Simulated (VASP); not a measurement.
C, 6 atoms in the cell. The cell holds a sheet with vacuum, 6 atoms: a = 2.461 Å, b = 2.461 Å, c = 24.708 Å, α = 90.00°, β = 90.00°, γ = 120.00°. 

| Item | Value |
| --- | --- |
| Program | VASP 6.6.1 |
| Task | single point |
| Functional | r2SCAN |
| Potentials or basis | VASP PAW PBE potentials, release 64 (C) |
| Cutoff | 580 eV |
| k mesh | 24 × 24 × 1 |
| Occupations | gaussian, width 0.02 eV |
| Spin | no spin polarisation |
| Dipole correction | yes |
| Further INCAR settings | ALGO = Normal; EDIFF = 1e-06; NBANDS = 21 |

Potentials or basis: VASP PAW PBE potentials, release 64 (C).

Command:

```bash
$ cat potpaw_PBE.64/C/POTCAR > POTCAR
$ cp INCAR.step1 INCAR
$ mpirun -np 1 vasp_std > vasp.out
$ cp INCAR.step2 INCAR
$ mpirun -np 1 vasp_std > vasp.out
```

Hardware: 1 thread of Oxide Virtual Turin-like Processor (shared host).

Q: How long does it take, and how much memory?

A: It took 23 min on 1 thread of Oxide Virtual Turin-like Processor (shared host), peak memory 0.33 GiB. Counts: k points 61.
